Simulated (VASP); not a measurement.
## GaP: dielectric tensor with r2SCAN

The system is GaP.

```
CELL_PARAMETERS angstrom
0.00000 2.67089 2.67089
2.67089 0.00000 2.67089
2.67089 2.67089 0.00000
ATOMIC_POSITIONS crystal
Ga 0.00000 0.00000 0.00000
P 0.25000 0.25000 0.25000
```

This cell differs from its parent crystal: strain -2.0%.

- Program: VASP 6.6.1
- Task: dielectric tensor
- Functional: r2SCAN
- Potentials or basis: VASP PAW PBE potentials, release 64 (Ga_d, P)
- Cutoff: 520 eV
- k mesh: 6 × 6 × 6
- Occupations: gaussian, width 0.01 eV
- Spin: no spin polarisation
- Dipole correction: no
- Further INCAR settings: ALGO = Normal; EDIFF = 1e-08

The band gap on the k mesh is 1.78 eV (least direct gap 2.88 eV), the electronic dielectric tensor (diagonal) is 8.80 and the born charges (mean of the diagonal) is Ga +2.07; P -2.07 e.

Levels at points of the mesh, in eV from the valence-band top:
```
           k point  band 6  band 7  band 8  band 9  band 10  band 11  band 12  band 13
(0.00, 0.00, 0.00)  -13.51    0.00    0.00    0.00     2.88     4.16     4.16     4.16
(0.50, 0.00, 0.00)  -11.13   -7.22   -1.27   -1.27     2.23     5.03     5.03     8.95
(0.50, 0.50, 0.00)  -10.11   -7.27   -3.03   -3.03     1.78     2.03    11.82    11.82
```

Electronic dielectric tensor:
```
8.80 0.00 0.00
0.00 8.80 0.00
0.00 0.00 8.80
```

Born effective charge tensors (e):
atom 1, Ga
```
2.07 0.00 0.00
0.00 2.07 0.00
0.00 0.00 2.07
```
atom 2, P
```
-2.07  0.00  0.00
 0.00 -2.07  0.00
 0.00  0.00 -2.07
```

Dipole moments of the cell (e·Å, modulo the quantum): ionic 6.677, 6.677, 6.677; electronic 0.008, 0.008, 0.025

Run time: 20 min on 1 thread of Intel(R) Xeon(R) Platinum 8488C (Sapphire Rapids), with other jobs on the host, peak memory 0.28 GiB.

Caveat: the cell differs from its parent crystal (strain -2.0%). A k mesh can miss the band edges.
